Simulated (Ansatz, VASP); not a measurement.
**AlGa3P4 in VASP and in Ansatz**

Contents of POSCAR:

```
AlGa3P4
1.0
    3.9380517537      0.0000000000      0.0000000000
    0.0000000000      3.9359774876      5.5620861668
    0.0000000000     -3.9359774876      5.5620861668
Al Ga P
1 3 4
Direct
    0.0000000000      0.0002908353      0.0002908353
    0.5000000000      0.0001822130      0.4998444587
    0.5000000000      0.4998444587      0.0001822130
    0.0000000000      0.4998093644      0.4998093644
    0.5000000000      0.1249603748      0.1249603748
    0.0000000000      0.1248942269      0.6250830407
    0.0000000000      0.6250830407      0.1248942269
    0.5000000000      0.6249354864      0.6249354864
```

The input INCAR.step1:

```
PREC = Accurate ; ENCUT = 520
ISMEAR = 0 ; SIGMA = 0.01
LREAL = False ; LASPH = True
NELM = 100 ; NBANDS = 41
GGA = PE ; ALGO = Normal
EDIFF = 1E-4 ; LWAVE = True
LCHARG = False
```

Contents of INCAR.step2:

```
PREC = Accurate ; ENCUT = 520
EDIFF = 1E-6 ; ISMEAR = 0
SIGMA = 0.01 ; LREAL = False
LASPH = True ; NELM = 100
ALGO = Normal ; ISIF = 2
LWAVE = False ; LCHARG = False
METAGGA = R2SCAN ; LMIXTAU = True
NBANDS = 41 ; ISTART = 1
```

File KPOINTS:

```
regular mesh
0
Gamma
  6 4 4
```

Input for Ansatz:

```yaml
crystal:
  lattice:
    - [3.9380517537, 0.0, 0.0]
    - [0.0, 3.9359774876, 5.5620861668]
    - [0.0, -3.9359774876, 5.5620861668]
  atoms:
    - { symbol: Al, position: [0.0, 0.0002908353, 0.0002908353] }
    - { symbol: Ga, position: [0.5, 0.000182213, 0.4998444587] }
    - { symbol: Ga, position: [0.5, 0.4998444587, 0.000182213] }
    - { symbol: Ga, position: [0.0, 0.4998093644, 0.4998093644] }
    - { symbol: P, position: [0.5, 0.1249603748, 0.1249603748] }
    - { symbol: P, position: [0.0, 0.1248942269, 0.6250830407] }
    - { symbol: P, position: [0.0, 0.6250830407, 0.1248942269] }
    - { symbol: P, position: [0.5, 0.6249354864, 0.6249354864] }
kpoints:
  mp_grid: { grid: [6, 4, 4] }
hamiltonian:
  xc: r2scan
scf:
  occupations: { method: fixed }
  n_extra_bands: 6
output:
  forces: true
  stress: true
  eigenvalues: true
```

Alike in both runs: task single point; functional r2SCAN; k mesh 6 × 4 × 4; no spin polarisation.

|  | VASP | Ansatz |
| --- | --- | --- |
| version | VASP 6.6.1 | Ansatz 0.2.0 |
| potentials or method | VASP PAW PBE potentials, release 64 (Al, Ga_d, P) | plane waves, PAW |
| plane-wave cutoff (eV) | 520 | 500 |
| occupations | gaussian, width 0.01 eV | fixed |
| valence electrons in the cell | 62 | 62 |

VASP gave:

- gap on the k mesh at the Fermi level (eV): 1.85
- pressure (GPa): -4.7
- rms of the force components (eV/Å): 0.015

Task: Estimate Ansatz's values.

Result: gap on the k mesh at the Fermi level (eV): 1.85; pressure (GPa): -4.5; rms of the force components (eV/Å): 0.007.

VASP's potentials were made for PBE, not for r2SCAN. Atom by atom the forces differ by 0.008 eV/Å (rms over components).
